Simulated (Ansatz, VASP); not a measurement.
# SiO2: VASP beside Ansatz

```xyz
6
Lattice="4.1088 0.0000 0.0000 0.0000 4.1088 0.0000 0.0000 0.0000 2.8512" Properties=species:S:1:pos:R:3 pbc="T T T"
Si    2.0544    2.0544    1.4256
Si    0.0000    0.0000    0.0000
O     2.8475    2.8475    0.0000
O     0.7931    3.3157    1.4256
O     1.2613    1.2613    0.0000
O     3.3157    0.7931    1.4256
```

Alike in both runs: task single point; functional PBE; k mesh 6 × 6 × 8; occupations gaussian, width 0.05 eV; no spin polarisation.

|  | VASP | Ansatz |
| --- | --- | --- |
| version | VASP 6.6.1 | Ansatz 0.2.0 |
| potentials or method | VASP PAW PBE potentials, release 64 (Si, O), cutoff 520 eV | scalar-relativistic, plane waves, PAW |
| valence electrons in the cell | 32 | 32 |

|  | VASP | Ansatz | Ansatz less VASP |
| --- | --- | --- | --- |
| gap on the k mesh at the Fermi level (eV) | 4.69 | 4.71 | +0.019 |
| least direct gap on the mesh (eV) | 4.69 | 4.71 | +0.019 |
| pressure (GPa) | -1.7 | -1.9 | -0.24 |
| traceless stress, the component that is largest in VASP (GPa) | -22.93 | -23.14 | -0.210 |
| rms of the force components (eV/Å) | 0.285 | 0.286 | +0.0011 |

Atom by atom the forces differ by 0.001 eV/Å (rms over components).
